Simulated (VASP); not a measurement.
Set up this calculation in VASP 6.6.1, as the native input.

| Item | Value |
| --- | --- |
| Task | relaxation of cell and atoms |
| Functional | LDA |
| Potentials or basis | VASP PAW LDA potentials, release 64 (Rh_pv) |
| Cutoff | 600 eV |
| k mesh | 18 × 18 × 6 |
| Occupations | fermi-dirac, width 0.15 eV |
| Spin | no spin polarisation |
| Target pressure | 7 GPa |
| Dipole correction | no |
| Further INCAR settings | ALGO = Fast; EDIFF = 1e-06; IBRION = 2; EDIFFG = -0.001; NSW = 80; ISIF = 3 |

The structure of Rh lies in POSCAR:

```
Rh
1.0
    2.6603394118      0.0000000000      0.0000000000
   -1.3301697059      2.3039215133      0.0000000000
    0.0000000000      0.0000000000      8.6712066240
Rh
4
Direct
    0.0000000000      0.0000000000      0.0000000000
    0.3333333333      0.6666666667      0.2500000000
    0.0000000000      0.0000000000      0.5000000000
    0.6666666667      0.3333333333      0.7500000000
```

This isn't the form of Rh at room conditions, which is fcc.

These files were run (other wordings do the same):

INCAR

```
SYSTEM = Rh
PREC = Accurate
ENCUT = 600
EDIFF = 1E-6
ISMEAR = -1
SIGMA = 0.15
LREAL = .FALSE.
LASPH = .TRUE.
NELM = 80
ALGO = Fast
ISIF = 3
LWAVE = .FALSE.
LCHARG = .FALSE.
IBRION = 2
NSW = 80
EDIFFG = -0.001
PSTRESS = 70.0
```

KPOINTS

```
Automatic mesh
0
G
  18 18 6
  0 0 0
```

Potentials or basis: VASP PAW LDA potentials, release 64 (Rh_pv).

The run is started by

```sh
$ cat potpaw_LDA.64/Rh_pv/POTCAR > POTCAR
$ mpirun -np 1 vasp_std > vasp.out
```

It gave:

```yaml
Relaxed_volume: 13.04 Å³/atom
Relaxed_cell: a = 2.644 Å, b = 2.644 Å, c = 8.618 Å, α = 90.00°, β = 90.00°, γ = 120.00°
Space_group_after_relaxing_to_0.1_Å: P6_3/mmc (No. 194)
Energy_change_on_relaxing_the_run_minimises_the_enthalpy: +5.9 meV/atom
Ionic_steps: 15
Pressure_after_relaxing: 7.0 GPa
Band_gap_on_the_k_mesh: zero (bands 30 and 31 overlap by 2.20 eV)
```

Caveat: the cell is relaxed towards a set pressure, so the run minimises the enthalpy, not the energy; the highest band is partly filled, so the run has too few bands.

Wall time 13 min on 1 thread of Intel(R) Xeon(R) 6975P-C (Granite Rapids), with other jobs on the host, peak memory 0.36 GiB.
